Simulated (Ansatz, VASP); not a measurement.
## C in VASP and in Ansatz

Contents of INCAR:

```
PREC     = Accurate       # precision mode
ENCUT    = 520            # plane-wave cutoff, eV
EDIFF    = 1E-6           # SCF threshold, eV
ISMEAR   = -1             # smearing method
SIGMA    = 0.05           # smearing width, eV
LREAL    = F              # projectors in reciprocal space
LASPH    = T              # aspherical terms in the spheres
NELM     = 80             # most SCF steps
ALGO     = Normal         # electronic algorithm
ISIF     = 2              # what is computed and relaxed
LWAVE    = F              # write WAVECAR
LCHARG   = T              # write CHGCAR
GGA      = PE             # functional
LELF     = T              # ELF
LVHAR    = T            
NBANDS   = 26             # bands
```

File KPOINTS:

```
regular mesh
0
Gamma
  5 5 2
```

The input POSCAR:

```
C
1.0
    2.5221000000      0.0000000000      0.0000000000
   -1.2610500000      2.1842026709      0.0000000000
    0.0000000000      0.0000000000      8.2371000000
C
8
Direct
    0.6666666667      0.3333333333      0.8437500000
    0.3333333333      0.6666666667      0.3437500000
    0.6666666667      0.3333333333      0.6562500000
    0.3333333333      0.6666666667      0.1562500000
    0.0000000000      0.0000000000      0.9062500000
    0.0000000000      0.0000000000      0.4062500000
    0.0000000000      0.0000000000      0.5937500000
    0.0000000000      0.0000000000      0.0937500000
```

File input.yaml:

```yaml
crystal:
  lattice:
    - [2.5221, 0.0, 0.0]
    - [-1.26105, 2.1842026709, 0.0]
    - [0.0, 0.0, 8.2371]
  atoms:
    - { symbol: C, position: [0.6666666667, 0.3333333333, 0.84375] }
    - { symbol: C, position: [0.3333333333, 0.6666666667, 0.34375] }
    - { symbol: C, position: [0.6666666667, 0.3333333333, 0.65625] }
    - { symbol: C, position: [0.3333333333, 0.6666666667, 0.15625] }
    - { symbol: C, position: [0.0, 0.0, 0.90625] }
    - { symbol: C, position: [0.0, 0.0, 0.40625] }
    - { symbol: C, position: [0.0, 0.0, 0.59375] }
    - { symbol: C, position: [0.0, 0.0, 0.09375] }
hamiltonian:
  xc: pbe
  pseudopotentials: { kind: paw }
kpoints:
  mp_grid: { grid: [5, 5, 2] }
scf:
  occupations: { method: fermi_dirac, width: 0.05 }
output:
  forces: true
  stress: true
  eigenvalues: true
```

Alike in both runs: task single point; functional PBE; k mesh 5 × 5 × 2; occupations fermi-dirac, width 0.05 eV; no spin polarisation.

|  | VASP | Ansatz |
| --- | --- | --- |
| version | VASP 6.6.1 | Ansatz 0.2.0 |
| potentials or method | VASP PAW PBE potentials, release 64 (C) | Ansatz PAW |
| plane-wave cutoff (eV) | 520 | 420 |
| valence electrons in the cell | 32 | 32 |

```tsv
	VASP	Ansatz	Ansatz less VASP
gap on the k mesh at the Fermi level (eV)	4.41	4.42	+0.009
least direct gap on the mesh (eV)	5.18	5.19	+0.007
pressure (GPa)	3.1	2.4	-0.68
traceless stress, the component that is largest in VASP (GPa)	7.64	7.66	+0.019
rms of the force components (eV/Å)	0.191	0.190	-0.0003
```

Atom by atom the forces differ by 0.001 eV/Å (rms over components).

The k mesh is coarse, so the values compare programs but aren't converged. Noted on Ansatz's run: Pulay correction over one GPa; odd divisions of the mesh miss points on the zone boundary, where band edges often lie, so the gap on the mesh can be too wide.
